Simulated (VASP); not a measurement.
**SiC: single point with PBE**

SiC:

```
CELL_PARAMETERS angstrom
0.00000 2.17400 2.17400
2.17400 0.00000 2.17400
2.17400 2.17400 0.00000
ATOMIC_POSITIONS crystal
Si 0.00000 0.00000 0.00000
C 0.75000 0.75000 0.75000
```

```
Program             : VASP 6.6.1
Task                : single point
Functional          : PBE
Potentials or basis : VASP PAW PBE potentials, release 64 (Si, C)
Cutoff              : 520 eV
k mesh              : 8 × 8 × 8
Occupations         : gaussian, width 0.1 eV
Spin                : no spin polarisation
```

* Pressure: 4.8 GPa
* Band gap on the k mesh: 1.35 eV, indirect (least direct gap 4.55 eV)

Levels at points of the mesh, in eV from the valence-band top:
| k point | band 1 | band 2 | band 3 | band 4 | band 5 | band 6 | band 7 | band 8 | band 9 |
| --- | --- | --- | --- | --- | --- | --- | --- | --- | --- |
| (0.00, 0.00, 0.00) | -15.46 | 0.00 | 0.00 | 0.00 | 6.31 | 7.35 | 7.35 | 7.35 | 14.55 |
| (0.50, 0.00, 0.00) | -11.87 | -8.57 | -1.05 | -1.05 | 5.50 | 7.25 | 7.25 | 10.09 | 16.28 |
| (0.50, 0.50, 0.00) | -10.41 | -7.82 | -3.20 | -3.20 | 1.35 | 4.35 | 14.12 | 14.12 | 14.88 |

It took 3.4 s on 1 thread of Intel(R) Xeon(R) 6975P-C (Granite Rapids), with other jobs on the host, peak memory 0.13 GiB.

A k mesh can miss the band edges. Expect the measured gap to be larger: semilocal functionals such as PBE lack the derivative discontinuity.
